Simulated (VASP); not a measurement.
# SnO (P4/nmm) in VASP: notebook

The runs below take SnO through single point, with PBEsol.

All numbers are computed with VASP 6.6.1; they aren't measurements. Logs are shortened: lines on timing, memory, paths and dates and some standing lists are left out, and cuts for length are marked.

### 1 The cell of the first run

It takes space group P4/nmm (No. 129, tetragonal). Conventional cell: a = 3.538 Å, b = 3.538 Å, c = 4.988 Å, α = 90.00°, β = 90.00°, γ = 90.00°. Within 2.8 Å of Sn (site symmetry 4mm) lie 4 O at 2.14 Å. Within 2.8 Å of O (site symmetry -4m2) lie 4 Sn at 2.14 Å and 4 O at 2.50 Å.

### 2 Single point, PBEsol

INCAR

```
PREC = Accurate
ENCUT = 520
EDIFF = 1E-6
ISMEAR = 0
SIGMA = 0.15
LREAL = F
LASPH = T
NELM = 60
ALGO = Normal
ISIF = 2
LWAVE = F
LCHARG = F
GGA = PS
NBANDS = 28
```

KPOINTS

```
Automatic mesh
0
Gamma
  10 10 8
```

POSCAR

```
SnO
1.0
    3.5380000000      0.0000000000      0.0000000000
    0.0000000000      3.5380000000      0.0000000000
    0.0000000000      0.0000000000      4.9881000000
Sn O
2 2
Direct
    0.0000000000      0.5000000000      0.2424656060
    0.5000000000      0.0000000000      0.7575343940
    0.0000000000      0.0000000000      0.0000000000
    0.5000000000      0.5000000000      0.0000000000
```

Potentials or basis: VASP PAW PBE potentials, release 64 (Sn_d, O).

Launch:

```sh
cat potpaw_PBE.64/Sn_d/POTCAR potpaw_PBE.64/O/POTCAR > POTCAR
mpirun -np 1 vasp_std > vasp.out
```

OUTCAR:

```text
PREC = Accurate
   ENCUT = 520
   EDIFF = 1E-6
   ISMEAR = 0
   LREAL = F
   LASPH = T
   NELM = 60
   ISIF = 2
   GGA = PS

 ion  position               nearest neighbor table
   1  0.000  0.500  0.242-   3 2.14   4 2.14   3 2.14   4 2.14   2 3.48   2 3.48   2 3.48   2 3.48
                             2 3.59   2 3.59   2 3.59   2 3.59
   2  0.500  0.000  0.758-   3 2.14   4 2.14   4 2.14   3 2.14   1 3.48   1 3.48   1 3.48   1 3.48
                             1 3.59   1 3.59   1 3.59   1 3.59
   3  0.000  0.000  0.000-   1 2.14   2 2.14   1 2.14   2 2.14
   4  0.500  0.500  0.000-   1 2.14   2 2.14   2 2.14   1 2.14

  LATTYP: Found a simple tetragonal cell.
 ALAT       =     3.5380000000
 C/A-ratio  =     1.4098643301

  Lattice vectors:

 A1 = (   3.5380000000,   0.0000000000,   0.0000000000)
 A2 = (   0.0000000000,   3.5380000000,   0.0000000000)
 A3 = (   0.0000000000,   0.0000000000,   4.9881000000)

Analysis of symmetry for initial positions (statically):
=====================================================================
 Subroutine PRICEL returns:
 Original cell was already a primitive cell.

 Routine SETGRP: Setting up the symmetry group for a
 simple tetragonal supercell.

 Subroutine GETGRP returns: Found 16 space group operations
 (whereof  8 operations were pure point group operations)
 out of a pool of 16 trial point group operations.

The static configuration has the point symmetry D_2d.
 The point group associated with its full space group is D_4h.

Analysis of symmetry for dynamics (positions and initial velocities):
=====================================================================
 Subroutine PRICEL returns:
 Original cell was already a primitive cell.

 Routine SETGRP: Setting up the symmetry group for a
 simple tetragonal supercell.

 Subroutine GETGRP returns: Found 16 space group operations
 (whereof  8 operations were pure point group operations)
 out of a pool of 16 trial point group operations.

The dynamic configuration has the point symmetry D_2d.
 The point group associated with its full space group is D_4h.

 Subroutine INISYM returns: Found 16 space group operations
 (whereof  8 operations are pure point group operations),
 and found     1 'primitive' translations

----------------------------------------------------------------------------------------

                                     Primitive cell

  volume of cell :      62.4383

  direct lattice vectors                    reciprocal lattice vectors
     3.538000000  0.000000000  0.000000000     0.282645562  0.000000000  0.000000000
     0.000000000  3.538000000  0.000000000     0.000000000  0.282645562  0.000000000
     0.000000000  0.000000000  4.988100000     0.000000000  0.000000000  0.200477136

  length of vectors
     3.538000000  3.538000000  4.988100000     0.282645562  0.282645562  0.200477136

  position of ions in fractional coordinates (direct lattice)
     0.000000000  0.500000000  0.242465606
     0.500000000  0.000000000  0.757534394
     0.000000000  0.000000000  0.000000000
     0.500000000  0.500000000  0.000000000

  ion indices of the primitive-cell ions
   primitive index   ion index
                 1           1
                 2           2
                 3           3
                 4           4

----------------------------------------------------------------------------------------

 KPOINTS: Automatic mesh

Automatic generation of k-mesh.
 Grid dimensions read from file:
 generate k-points for:   10   10    8

 Generating k-lattice:

  Cartesian coordinates                     Fractional coordinates (reciprocal lattice)
     0.028264556  0.000000000  0.000000000     0.100000000  0.000000000  0.000000000
     0.000000000  0.028264556  0.000000000     0.000000000  0.100000000  0.000000000
     0.000000000  0.000000000  0.025059642     0.000000000  0.000000000  0.125000000

  Length of vectors
     0.028264556  0.028264556  0.025059642

  Shift w.r.t. Gamma in fractional coordinates (k-lattice)
     0.000000000  0.000000000  0.000000000

 Subroutine IBZKPT returns following result:
 ===========================================

 Found    105 irreducible k-points:

 Following reciprocal coordinates:
            Coordinates               Weight
  0.000000  0.000000  0.000000      1.000000
  0.100000  0.000000  0.000000      4.000000
  0.200000  0.000000  0.000000      4.000000
  0.300000  0.000000  0.000000      4.000000
  0.400000  0.000000  0.000000      4.000000
  0.500000  0.000000  0.000000      2.000000
[... 16 lines left out ...]
  0.100000  0.000000  0.125000      8.000000
  0.200000  0.000000  0.125000      8.000000
 [... further k-points ...]
   k-points           NKPTS =    105   k-points in BZ     NKDIM =    105   number of bands    NBANDS=     28
   number of dos      NEDOS =    301   number of ions     NIONS =      4
   total plane-waves  NPLWV =  31360
   dimension x,y,z NGX =    28 NGY =   28 NGZ =   40
   dimension x,y,z NGXF=    56 NGYF=   56 NGZF=   80
   ions per type =               2   2
   NGX,Y,Z   is equivalent  to a cutoff of  13.16, 13.16, 13.33 a.u.
   NGXF,Y,Z  is equivalent  to a cutoff of  26.31, 26.31, 26.66 a.u.
 SYSTEM =  unknown system
   PREC   = accura    normal or accurate (medium, high low for compatibility)
   ISTART =      0    job   : 0-new  1-cont  2-samecut
   ICHARG =      2    charge: 1-file 2-atom 10-const
   ISPIN  =      1    spin polarized calculation?
   LNONCOLLINEAR =      F non collinear calculations
   LSORBIT =      F    spin-orbit coupling
   LASPH  =      T    aspherical Exc in radial PAW
   ENCUT  =  520.0 eV  38.22 Ry    6.18 a.u.   6.58  6.58  9.27*2*pi/ulx,y,z
   NELM   =     60;   NELMIN=  2; NELMDL= -5     # of ELM steps
   EDIFF  = 0.1E-05   stopping-criterion for ELM
   LREAL  =      F    real-space projection
   EDIFFG = 0.1E-04   stopping-criterion for IOM
   NSW    =      0    number of steps for IOM
   IBRION =     -1    ionic relax: 0-MD 1-quasi-New 2-CG
   NFREE  =      0    steps in history (QN), initial steepest desc. (CG)
   ISIF   =      2    stress and relaxation
   ISYM   =      2    0-nonsym 1-usesym 2-fastsym
   POTIM  = 0.5000    time-step for ionic-motion
   TEBEG  =    0.0;   TEEND  =   0.0 temperature during run
   PSTRESS=    0.0 pullay stress
   NELECT =      40.0000    total number of electrons
   NUPDOWN=      -1.0000    fix difference up-down
   EMIN   =  10.00;   EMAX   =-10.00  energy-range for DOS
   EFERMI =   0.00;   METHOD = LEGACY
   ISMEAR =     0;   SIGMA  =   0.15  broadening in eV -4-tet -1-fermi 0-gaus
   EFERMI_NEDOS =   21; number of points for ismear=-14 and -15
   IALGO  =     38    algorithm
   IMIX   =      4    mixing-type and parameters
     AMIX     =   0.40;   BMIX     =  1.00
     AMIX_MAG =   1.60;   BMIX_MAG =  1.00
  volume/ion in A,a.u.               =      15.61       105.34
  Fermi-wavevector in a.u.,A,eV,Ry     =   1.411274  2.666920 27.098632  1.991693
  Thomas-Fermi vector in A             =   2.533142
   LORBIT       =      0    0 simple, 1 ext, 2 COOP (PROOUT), +10 PAW based schemes
   GGA     = PS    functional components
   LHFCALC =     F    Hartree Fock is set to
   AEXX    =    0.0000 exact exchange contribution
   IVDW    =     0    specifies the selected vdW correction
   LEPSILON=     F    determine dielectric tensor
   LRPA    =     F    only Hartree local field effects (RPA)
 non-spin polarized calculation
 Gauss-broadening in eV      SIGMA  =   0.15
  energy-cutoff  :      520.00
  volume of cell :       62.44
 maximum number of plane-waves:      1715
 NGX is ok and might be reduce to    28

 number of electron      40.0000026 magnetization

 Free energy of the ion-electron system (eV)
  ---------------------------------------------------
  ext. energy  EPLUGINS =         0.00000000
  ---------------------------------------------------
  free energy    TOTEN  =       -23.72890157 eV

  energy without entropy =      -23.72398014  energy(sigma->0) =      -23.72644086

 E-fermi :   8.8507     XC(G=0): -11.0762

 val. band max:        8.8359420191   @ k =   0.5000   0.4000   0.0000
 cond. band min:       8.8719181760   @ k =   0.1000   0.0000   0.1250
 fundamental gap:      0.0359761570
 Fermi energy:         8.8507457191

 k-point     1 :       0.0000    0.0000    0.0000
  band No.  band energies     occupation
      1     -13.7431      2.00000
      2     -13.1566      2.00000
      3     -13.0920      2.00000
      4     -13.0920      2.00000
      5     -13.0093      2.00000
      6     -13.0056      2.00000
[... 20 lines left out ...]
     27      15.6295      0.00000
     28      15.7867      0.00000

 k-point     2 :       0.1000    0.0000    0.0000
  band No.  band energies     occupation
      1     -13.7407      2.00000
      2     -13.1864      2.00000
      3     -13.1383      2.00000
      4     -13.0936      2.00000
      5     -13.0881      2.00000
      6     -13.0120      2.00000
[... 20 lines left out ...]
     27      15.7759      0.00000
     28      17.0900      0.00000

 k-point     3 :       0.2000    0.0000    0.0000
  band No.  band energies     occupation
      1     -13.7357      2.00000
      2     -13.3825      2.00000
      3     -13.1182      2.00000
      4     -13.0952      2.00000
      5     -13.0774      2.00000
      6     -13.0190      2.00000
[... 20 lines left out ...]
     27      16.0313      0.00000
     28      19.1751      0.00000

 k-point     4 :       0.3000    0.0000    0.0000
  band No.  band energies     occupation
      1     -13.7301      2.00000
      2     -13.5308      2.00000
      3     -13.0936      2.00000
      4     -13.0925      2.00000
      5     -13.0627      2.00000
      6     -13.0277      2.00000
[... 578 lines left out ...]
     27      15.4668      0.00000
     28      15.8860      0.00000

 k-point    23 :       0.1000    0.0000    0.1250
  band No.  band energies     occupation
      1     -13.7382      2.00000
      2     -13.1922      2.00000
      3     -13.1414      2.00000
      4     -13.0855      2.00000
      5     -13.0842      2.00000
      6     -13.0098      2.00000
[... 20 lines left out ...]
     27      15.7497      0.00000
     28      17.0819      0.00000

 k-point    24 :       0.2000    0.0000    0.1250
  band No.  band energies     occupation
      1     -13.7342      2.00000
      2     -13.3880      2.00000
      3     -13.1203      2.00000
      4     -13.0893      2.00000
      5     -13.0766      2.00000
      6     -13.0163      2.00000
[... 20 lines left out ...]
     27      16.0870      0.00000
     28      19.0980      0.00000

 [... further k-points ...]

------------------------ aborting loop because EDIFF is reached ----------------------------------------

  FORCE on cell =-STRESS in cart. coord.  units (eV):
  Direction    XX          YY          ZZ          XY          YZ          ZX
  --------------------------------------------------------------------------------------
  -------------------------------------------------------------------------------------
  Total        7.4562883      7.4562883      1.8749812      0.0000000      0.0000000      0.0000000
  in kB      191.3297326    191.3297326     48.1123626      0.0000000      0.0000000      0.0000000
  external PRESSURE =     143.5906093 kB  Pullay stress =       0.0000000 kB

 VOLUME and BASIS-vectors are now :
 -----------------------------------------------------------------------------
  energy-cutoff  :      520.00
  volume of cell :       62.44
      direct lattice vectors                 reciprocal lattice vectors
     3.538000000  0.000000000  0.000000000     0.282645562  0.000000000  0.000000000
     0.000000000  3.538000000  0.000000000     0.000000000  0.282645562  0.000000000
     0.000000000  0.000000000  4.988100000     0.000000000  0.000000000  0.200477136

 POSITION                                       TOTAL-FORCE (eV/Angst)
 -----------------------------------------------------------------------------------
      0.00000      1.76900      1.20944         0.000000     -0.000000      0.972794
      1.76900      0.00000      3.77866        -0.000000     -0.000000     -0.972794
      0.00000      0.00000      0.00000         0.000000     -0.000000      0.000000
      1.76900      1.76900      0.00000         0.000000      0.000000      0.000000
 -----------------------------------------------------------------------------------
    total drift:                                0.000000      0.000000      0.000000

  FREE ENERGIE OF THE ION-ELECTRON SYSTEM (eV)
  ---------------------------------------------------
  free  energy   TOTEN  =       -23.7289015728 eV

  energy  without entropy=      -23.7239801410  energy(sigma->0) =      -23.72644086
```

Wall time 95 s (1 thread of AMD EPYC 9R45 (Zen 5), shared host); peak memory 0.25 GiB.

What came out:

```
Free energy            : -23.7289 eV
Pressure               : 14.4 GPa
Largest force          : 0.973 eV/Å
Band gap on the k mesh : zero (bands 20 and 21 overlap by 0.96 eV)
```

Forces on the atoms (eV/Å):
```
Sn   0.000  0.000  0.973
Sn   0.000  0.000 -0.973
O    0.000  0.000  0.000
O    0.000  0.000  0.000
```

Stress tensor (GPa, compression positive):
```
19.13  0.00  0.00
 0.00 19.13  0.00
 0.00  0.00  4.81
```

Levels at points of the mesh, in eV from the Fermi level:
| k point | band 17 | band 18 | band 19 | band 20 | band 21 | band 22 | band 23 | band 24 |
| --- | --- | --- | --- | --- | --- | --- | --- | --- |
| (0.00, 0.00, 0.00) | -4.29 | -3.41 | -3.41 | 0.38 | 2.84 | 3.89 | 4.85 | 4.85 |
| (0.50, 0.00, 0.00) | -5.50 | -5.50 | -3.65 | -3.65 | 2.82 | 2.82 | 6.43 | 6.43 |
| (0.50, 0.50, 0.00) | -2.69 | -2.69 | -2.31 | -2.31 | -0.58 | -0.58 | 3.64 | 3.64 |
| (0.00, 0.00, 0.50) | -3.67 | -3.43 | -3.43 | -3.32 | 2.38 | 2.96 | 2.96 | 4.53 |
| (0.50, 0.00, 0.50) | -5.48 | -5.48 | -2.47 | -2.47 | 1.99 | 1.99 | 5.95 | 5.95 |
| (0.50, 0.50, 0.50) | -3.02 | -3.02 | -2.69 | -2.69 | 1.66 | 1.66 | 3.49 | 3.49 |

Caveat: the cell stands under pressure; the PAW data sets were made with another functional, which shifts forces and pressure a little; spin-orbit coupling is left out, which moves the levels of the heavy elements.

### 3 Single point, PBEsol

This run uses another cell than the first one, of the same volume but with other edges.

INCAR

```
ALGO = Normal ; EDIFF = 1E-7
ENCUT = 520 ; GGA = PS
ISIF = 2 ; ISMEAR = 0
LASPH = T ; LCHARG = T
LELF = T ; LREAL = F
LVHAR = T ; LWAVE = F
NBANDS = 28 ; NELM = 60
PREC = Accurate ; SIGMA = 0.15
```

KPOINTS

```
k-points
0
Gamma
  10 10 8
```

POSCAR

```
SnO
1.0
    3.6711000000      0.0000000000      0.0000000000
    0.0000000000      3.6711000000      0.0000000000
    0.0000000000      0.0000000000      4.6318000000
Sn O
2 2
Direct
    0.0000000000      0.5000000000      0.2424656060
    0.5000000000      0.0000000000      0.7575343940
    0.0000000000      0.0000000000      0.0000000000
    0.5000000000      0.5000000000      0.0000000000
```

Potentials or basis: VASP PAW PBE potentials, release 64 (Sn_d, O).

Launch:

```sh
cat potpaw_PBE.64/Sn_d/POTCAR potpaw_PBE.64/O/POTCAR > POTCAR
mpirun -np 1 vasp_std > vasp.out
```

It took 98 s on 1 thread of AMD EPYC 9R45 (Zen 5), shared host; peak memory 0.25 GiB.

The run converged. Its results:

| Quantity | Value |
| --- | --- |
| Free energy | -23.9747 eV |
| Pressure | 12.3 GPa |
| Largest force | 1.624 eV/Å |
| Band gap on the k mesh | zero (bands 20 and 21 overlap by 0.53 eV) |

Forces on the atoms (eV/Å):
```
Sn   0.000  0.000  1.624
Sn   0.000  0.000 -1.624
O    0.000  0.000  0.000
O    0.000  0.000  0.000
```

Stress tensor (GPa, compression positive):
```
13.44  0.00  0.00
 0.00 13.44  0.00
 0.00  0.00  9.98
```

Levels at points of the mesh, in eV from the Fermi level:
| k point | band 17 | band 18 | band 19 | band 20 | band 21 | band 22 | band 23 | band 24 |
| --- | --- | --- | --- | --- | --- | --- | --- | --- |
| (0.00, 0.00, 0.00) | -4.28 | -3.93 | -3.93 | 0.03 | 2.32 | 4.33 | 4.56 | 4.56 |
| (0.50, 0.00, 0.00) | -5.82 | -5.82 | -3.38 | -3.38 | 3.34 | 3.34 | 6.04 | 6.04 |
| (0.50, 0.50, 0.00) | -3.20 | -3.20 | -2.15 | -2.15 | -0.49 | -0.49 | 4.17 | 4.17 |
| (0.00, 0.00, 0.50) | -3.95 | -3.95 | -2.88 | -2.78 | 1.46 | 2.56 | 2.56 | 3.61 |
| (0.50, 0.00, 0.50) | -5.77 | -5.77 | -2.19 | -2.19 | 2.63 | 2.63 | 5.40 | 5.40 |
| (0.50, 0.50, 0.50) | -3.20 | -3.20 | -3.15 | -3.15 | 1.96 | 1.96 | 4.24 | 4.24 |

Caveat: the cell stands under pressure; semilocal functionals underestimate gaps, so a narrow gap can read as zero; the PAW data sets were made with another functional, which shifts forces and pressure a little; spin-orbit coupling is left out, which moves the levels of the heavy elements.
